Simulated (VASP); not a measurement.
# Ti (P6_3/mmc) in VASP: notebook, part 2 of 2

VASP 6.6.1. The steps go on from the part before.

## Step 3: Single point, PBEsol

This run uses another cell than the first one, of 16.73 Å³/atom.

File INCAR:

```
SYSTEM = Ti
ALGO = Fast ; EDIFF = 1E-7
ENCUT = 520 ; GGA = PS
ISIF = 2 ; ISMEAR = -1
LASPH = .True. ; LCHARG = .True.
LELF = .True. ; LREAL = .False.
LVHAR = .True. ; LWAVE = .False.
NBANDS = 19 ; NELM = 80
PREC = Accurate ; SIGMA = 0.05
```

File KPOINTS:

```
k-points
0
Gamma
  10 10 6
  0 0 0
```

File POSCAR:

```
Ti
1.0
    2.9042995417      0.0000000000      0.0000000000
   -1.4521497708      2.5151971833      0.0000000000
    0.0000000000      0.0000000000      4.5796130868
Ti
2
Direct
    0.6666666667      0.3333333333      0.7500000000
    0.3333333333      0.6666666667      0.2500000000
```

Potentials or basis: VASP PAW PBE potentials, release 64 (Ti_sv).

Command:

```sh
cat potpaw_PBE.64/Ti_sv/POTCAR > POTCAR
mpirun -np 1 vasp_std > vasp.out
```

OUTCAR:

```text
SYSTEM = Ti
   EDIFF = 1E-7
   ENCUT = 520
   GGA = PS
   ISIF = 2
   ISMEAR = -1
   LASPH = .True.
   LREAL = .False.
   NELM = 80
   PREC = Accurate

 ion  position               nearest neighbor table
   1  0.667  0.333  0.750-   2 2.84   2 2.84   2 2.84   2 2.84   2 2.84   2 2.84
   2  0.333  0.667  0.250-   1 2.84   1 2.84   1 2.84   1 2.84   1 2.84   1 2.84

  LATTYP: Found a hexagonal cell.
 ALAT       =     2.9042995417
 C/A-ratio  =     1.5768391039

  Lattice vectors:

 A1 = (   2.9042995417,   0.0000000000,   0.0000000000)
 A2 = (  -1.4521497708,   2.5151971833,   0.0000000000)
 A3 = (   0.0000000000,   0.0000000000,   4.5796130868)

Analysis of symmetry for initial positions (statically):
=====================================================================
 Subroutine PRICEL returns:
 Original cell was already a primitive cell.

 Routine SETGRP: Setting up the symmetry group for a
 hexagonal supercell.

 Subroutine GETGRP returns: Found 24 space group operations
 (whereof 12 operations were pure point group operations)
 out of a pool of 24 trial point group operations.

The static configuration has the point symmetry D_3d.
 The point group associated with its full space group is D_6h.

Analysis of symmetry for dynamics (positions and initial velocities):
=====================================================================
 Subroutine PRICEL returns:
 Original cell was already a primitive cell.

 Routine SETGRP: Setting up the symmetry group for a
 hexagonal supercell.

 Subroutine GETGRP returns: Found 24 space group operations
 (whereof 12 operations were pure point group operations)
 out of a pool of 24 trial point group operations.

The dynamic configuration has the point symmetry D_3d.
 The point group associated with its full space group is D_6h.

 Subroutine INISYM returns: Found 24 space group operations
 (whereof 12 operations are pure point group operations),
 and found     1 'primitive' translations

[... 111 lines left out ...]
   IALGO  =     68    algorithm
   IMIX   =      4    mixing-type and parameters
     AMIX     =   0.40;   BMIX     =  1.00
     AMIX_MAG =   1.60;   BMIX_MAG =  1.00
  volume/ion in A,a.u.               =      16.73       112.88
  Fermi-wavevector in a.u.,A,eV,Ry     =   1.465541  2.769470 29.222716  2.147809
  Thomas-Fermi vector in A             =   2.581385
   LORBIT       =      0    0 simple, 1 ext, 2 COOP (PROOUT), +10 PAW based schemes
   GGA     = PS    functional components
   LHFCALC =     F    Hartree Fock is set to
   AEXX    =    0.0000 exact exchange contribution
   IVDW    =     0    specifies the selected vdW correction
   LEPSILON=     F    determine dielectric tensor
   LRPA    =     F    only Hartree local field effects (RPA)
 non-spin polarized calculation
 RMM-DIIS sequential band-by-band and
  energy-cutoff  :      520.00
  volume of cell :       33.45
 maximum number of plane-waves:       929
 NGX is ok and might be reduce to    24
   NGX = 11   NGY = 11   NGZ = 17

 number of electron      23.9999997 magnetization

 Free energy of the ion-electron system (eV)
  ---------------------------------------------------
  ext. energy  EPLUGINS =         0.00000000
  ---------------------------------------------------
  free energy    TOTEN  =       -16.68528353 eV

  energy without entropy =      -16.66610826  energy(sigma->0) =      -16.67569590

 E-fermi :   8.6032     XC(G=0): -11.8162

 val. band max:        8.5850039680   @ k =   0.3000   0.2000   0.5000
 cond. band min:       8.6378226051   @ k =   0.3000   0.2000   0.3333
 fundamental gap:      0.0528186372
 Fermi energy:         8.6031933313

 k-point     1 :       0.0000    0.0000    0.0000
  band No.  band energies     occupation
      1     -47.9546      2.00000
      2     -47.7894      2.00000
      3     -24.6983      2.00000
      4     -23.9638      2.00000
      5     -23.9638      2.00000
      6     -23.8799      2.00000
[... 505 lines left out ...]
      6     -24.1311      2.00000
[... 11 lines left out ...]
     18      12.2096      0.00000
     19      12.9695      0.00000

 [... further k-points ...]

------------------------ aborting loop because EDIFF is reached ----------------------------------------

  FORCE on cell =-STRESS in cart. coord.  units (eV):
  Direction    XX          YY          ZZ          XY          YZ          ZX
  --------------------------------------------------------------------------------------
  -------------------------------------------------------------------------------------
  Total       -0.0641301     -0.0641301     -0.0652950     -0.0000000      0.0000000      0.0000000
  in kB       -3.0713553     -3.0713553     -3.1271459     -0.0000000      0.0000000      0.0000000
  external PRESSURE =      -3.0899521 kB  Pullay stress =       0.0000000 kB

 VOLUME and BASIS-vectors are now :
 -----------------------------------------------------------------------------
  energy-cutoff  :      520.00
  volume of cell :       33.45
      direct lattice vectors                 reciprocal lattice vectors
     2.904299542  0.000000000  0.000000000     0.344317101  0.198791571  0.000000000
    -1.452149771  2.515197183  0.000000000     0.000000000  0.397583142  0.000000000
     0.000000000  0.000000000  4.579613087     0.000000000  0.000000000  0.218359058

 POSITION                                       TOTAL-FORCE (eV/Angst)
 -----------------------------------------------------------------------------------
      1.45215      0.83840      3.43471        -0.000000     -0.000000      0.000000
     -0.00000      1.67680      1.14490         0.000000      0.000000      0.000000
 -----------------------------------------------------------------------------------
    total drift:                               -0.000000      0.000000     -0.000000

  FREE ENERGIE OF THE ION-ELECTRON SYSTEM (eV)
  ---------------------------------------------------
  free  energy   TOTEN  =       -16.6852835346 eV

  energy  without entropy=      -16.6661082608  energy(sigma->0) =      -16.67569590
```

OSZICAR:

```text
N       E                     dE             d eps       ncg     rms          rms(c)
DAV:   1     0.264903944597E+03    0.26490E+03   -0.13025E+04  2128   0.160E+03
DAV:   2     0.118130728591E+02   -0.25309E+03   -0.24910E+03  2203   0.443E+02
DAV:   3    -0.177732225578E+02   -0.29586E+02   -0.29244E+02  3940   0.125E+02
[... 42 lines left out ...]
RMM:  46    -0.166852831358E+02   -0.13901E-06   -0.21937E-06  2606   0.102E-02    0.771E-03
RMM:  47    -0.166852832863E+02   -0.15053E-06   -0.16613E-06  2216   0.772E-03    0.353E-03
RMM:  48    -0.166852833743E+02   -0.87984E-07   -0.11086E-06  2092   0.591E-03    0.175E-03
RMM:  49    -0.166852834724E+02   -0.98096E-07   -0.10605E-06  1923   0.495E-03    0.764E-04
RMM:  50    -0.166852835346E+02   -0.62219E-07   -0.78548E-07  1832   0.390E-03
   1 F= -.16685284E+02 E0= -.16675696E+02  d E =-.191753E-01
```

Wall time 2.9 min (1 thread of Intel Xeon 8259CL, shared host); peak memory 0.17 GiB.

What came out:

| Item | Value |
| --- | --- |
| Free energy | -16.6853 eV |
| Pressure | -0.3 GPa |
| Band gap on the k mesh | zero (bands 12 and 13 overlap by 0.99 eV) |

Caveat: the PAW data sets were made with another functional, which shifts forces and pressure a little.

## Step 4: Single point, PBEsol+D3(BJ)

This run uses another cell than the first one, of 17.64 Å³/atom.

File INCAR:

```
ALGO = Fast
EDIFF = 1E-7
ENCUT = 520
GGA = PS
ISIF = 2
ISMEAR = -1
IVDW = 12
LASPH = T
LCHARG = T
LELF = T
LREAL = F
LVHAR = T
LWAVE = F
NBANDS = 19
NELM = 80
PREC = Accurate
SIGMA = 0.05
```

File KPOINTS:

```
k-points
0
Gamma
  10 10 6
```

File POSCAR:

```
Ti
1.0
    2.9500000000      0.0000000000      0.0000000000
   -1.4750000000      2.5547749412      0.0000000000
    0.0000000000      0.0000000000      4.6800000000
Ti
2
Direct
    0.6666666667      0.3333333333      0.7500000000
    0.3333333333      0.6666666667      0.2500000000
```

Command:

```sh
cat potpaw_PBE.64/Ti_sv/POTCAR > POTCAR
mpirun -np 1 vasp_std > vasp.out
```

Run time: 3 min. Hardware: 1 thread of Intel Xeon 8259CL, shared host; peak memory 0.18 GiB.

The run converged. Its results:

```yaml
Free_energy: -17.8304 eV
Pressure: -11.4 GPa
Band_gap_on_the_k_mesh: zero (bands 12 and 13 overlap by 0.99 eV)
Dispersion_energy_per_atom: -0.591 eV
```

Stress tensor (GPa, compression positive):
```
-11.22   0.00   0.00
  0.00 -11.22   0.00
  0.00   0.00 -11.73
```

Levels at points of the mesh, in eV from the Fermi level:
```tsv
k point	band 9	band 10	band 11	band 12	band 13	band 14	band 15	band 16
(0.00, 0.00, 0.00)	-6.16	-2.65	0.74	0.78	0.78	0.88	1.26	1.26
(0.50, 0.00, 0.00)	-2.32	-2.11	-1.80	-0.62	0.49	0.61	1.16	3.31
(0.00, 0.00, 0.50)	-4.33	-4.33	0.09	0.09	0.68	0.68	0.68	0.68
(0.50, 0.00, 0.50)	-2.50	-2.50	-0.79	-0.79	1.30	1.30	1.71	1.71
```

Caveat: three body term missing; the cell stands under tension; the PAW data sets were made with another functional, which shifts forces and pressure a little.

## Step 5: The runs side by side

| level | cell | gap on the mesh (eV) | pressure (GPa) |
| --- | --- | --- | --- |
| PBEsol+D4 | a = 2.895, b = 2.895, c = 4.565 Å, angles 90.0, 90.0, 120.0°, 2 atoms | none | -0.3 |
| PBEsol | a = 2.904, b = 2.904, c = 4.580 Å, angles 90.0, 90.0, 120.0°, 2 atoms | none | -0.3 |
| PBEsol+D3(BJ) | a = 2.950, b = 2.950, c = 4.680 Å, angles 90.0, 90.0, 120.0°, 2 atoms | none | -11.4 |

Alike in all rows: task single point; potentials or basis VASP PAW PBE potentials, release 64 (Ti_sv); no spin polarisation; k mesh 10 × 10 × 6; cutoff (eV) 520; smearing fermi-dirac 0.05 eV.

Caveats: the PAW data sets were made with another functional, which shifts forces and pressure a little; three body term missing (at least some runs); the cell stands under tension (at least some runs).

Total energies depend on the potentials used, so only differences within one code and one set of settings carry meaning.

The gap in the log of VASP goes by the Fermi energy; the results here count the filled bands.